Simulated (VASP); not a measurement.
Input of a VASP 6.6.1 run:

Contents of INCAR:

```
PREC     = Accurate       # precision mode
ENCUT    = 690            # plane-wave cutoff, eV
EDIFF    = 1E-6           # SCF threshold, eV
ISMEAR   = 0              # smearing method
SIGMA    = 0.1            # smearing width, eV
LREAL    = F              # projectors in reciprocal space
LASPH    = T              # aspherical terms in the spheres
NELM     = 300            # most SCF steps
ALGO     = All            # electronic algorithm
ISIF     = 2              # what is computed and relaxed
LWAVE    = F              # write WAVECAR
LCHARG   = F              # write CHGCAR
GGA      = PE             # functional
NBANDS   = 56             # bands
GGA_COMPAT= F            
LMAXMIX  = 6              # l up to which the mixer works
ISEARCH  = 1            
KPAR     = 4
```

KPOINTS

```
Automatic mesh
0
Gamma
  2 2 6
```

POSCAR

```
Er4Cl
1.0
    7.6173401371      0.0000000000      0.0000000000
    0.0000000000      7.6173401371      0.0000000000
    0.0000000000      0.0000000000      3.1495498873
Er Cl
4 1
Direct
    0.7944858942      0.5000000000      0.0000000000
    0.2055141058      0.5000000000      0.0000000000
    0.5000000000      0.2055141058      0.0000000000
    0.5000000000      0.7944858942      0.0000000000
    0.0000000000      0.0000000000      0.0000000000
```

Potentials or basis: VASP PAW PBE potentials, release 64 (Er, Cl).

Run with:

```console
$ cat potpaw_PBE.64/Er/POTCAR potpaw_PBE.64/Cl/POTCAR > POTCAR
$ mpirun -np 4 vasp_std > vasp.out
```

Task: What does it give for the pressure?

Result: 1.0 GPa.

Task: Estimate the largest force.

Result: 0.104 eV/Å.

Task: Predict the band gap on the k mesh.

Result: Zero (an odd number of electrons rules out a gap without spin polarisation).

Stress tensor (GPa, compression positive):
```
-0.46  0.00  0.00
 0.00 -0.46  0.00
 0.00  0.00  4.05
```

Caveat: the k points lie up to 0.41 Å⁻¹ apart, too coarse for converged energies and pressures of a metal; spin-orbit coupling is left out, which moves the levels of the heavy elements; the run has no spin polarisation, though such a crystal can be magnetic; semilocal functionals describe open f shells poorly, which spoils levels, moments and volumes. With open d or f shells a metallic result of PBE can be an artefact of self-interaction; +U or a hybrid may open a gap.
